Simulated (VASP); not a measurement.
Write the native input for VASP 6.6.1 that does the following.

```yaml
Task: single point
Functional: PBE
Potentials_or_basis: VASP PAW PBE potentials, release 64 (Cr_pv, Cu, O)
Cutoff: 600 eV
k_mesh: 6 × 6 × 6
Occupations: gaussian, width 0.1 eV
Spin: collinear spin, ferromagnetic start
Starting_moments: "[2.73, 0.0, 0.0, 0.0] μB"
Hubbard_terms: Cr d U = 3.7 eV, Cu d U = 4.0 eV
Dipole_correction: no
Further_INCAR_settings: ALGO = Normal; EDIFF = 1e-06; NBANDS = 30
```

The structure of CrCuO2 lies in POSCAR:

```
CrCuO2
1.0
    1.5165967062      0.8756075166      5.7478989488
   -1.5165967062      0.8756075166      5.7478989488
    0.0000000000     -1.7512150332      5.7478989488
Cr Cu O
1 1 2
Direct
    0.5000000000      0.5000000000      0.5000000000
    0.0000000000      0.0000000000      0.0000000000
    0.1087734878      0.1087734878      0.1087734878
    0.8912265122      0.8912265122      0.8912265122
```

These files were run (other wordings do the same):

INCAR

```
ALGO = Normal
EDIFF = 1E-6
ENCUT = 600
GGA = PE
GGA_COMPAT = F
ISIF = 2
ISMEAR = 0
ISPIN = 2
LASPH = T
LCHARG = T
LDAU = T
LDAUJ = 0 0 0
LDAUL = 2 2 -1
LDAUPRINT = 1
LDAUTYPE = 2
LDAUU = 3.7 4 0
LELF = T
LMAXMIX = 4
LORBIT = 11
LREAL = F
LVHAR = T
LWAVE = F
MAGMOM = 2.73 0 0 0
NBANDS = 30
NELM = 200
PREC = Accurate
SIGMA = 0.1
```

KPOINTS

```
k-points
0
Gamma
  6 6 6
```

Potentials or basis: VASP PAW PBE potentials, release 64 (Cr_pv, Cu, O).

Command:

```bash
$ cat potpaw_PBE.64/Cr_pv/POTCAR potpaw_PBE.64/Cu/POTCAR potpaw_PBE.64/O/POTCAR > POTCAR
$ mpirun -np 1 vasp_std > vasp.out
```

It gave:

| Quantity | Value |
| --- | --- |
| Pressure | 0.9 GPa |
| Largest force | 0.504 eV/Å |
| Band gap on the k mesh | 1.97 eV (least direct gap 2.75 eV) |
| Net moment | 3.00 μB per cell |
| Site moments | Cr +2.97; Cu +0.01; O -0.04 μB |
| Valence electrons inside the program's atomic spheres | Cr 10.60; Cu 10.02; O 5.05 |

Caveat: an empty level that is flat over the whole mesh can mark a ghost state of the potentials, or a narrow d or f band.

It took 3.8 min on 1 thread of Intel(R) Xeon(R) 6975P-C (Granite Rapids) (shared host), peak memory 0.44 GiB.
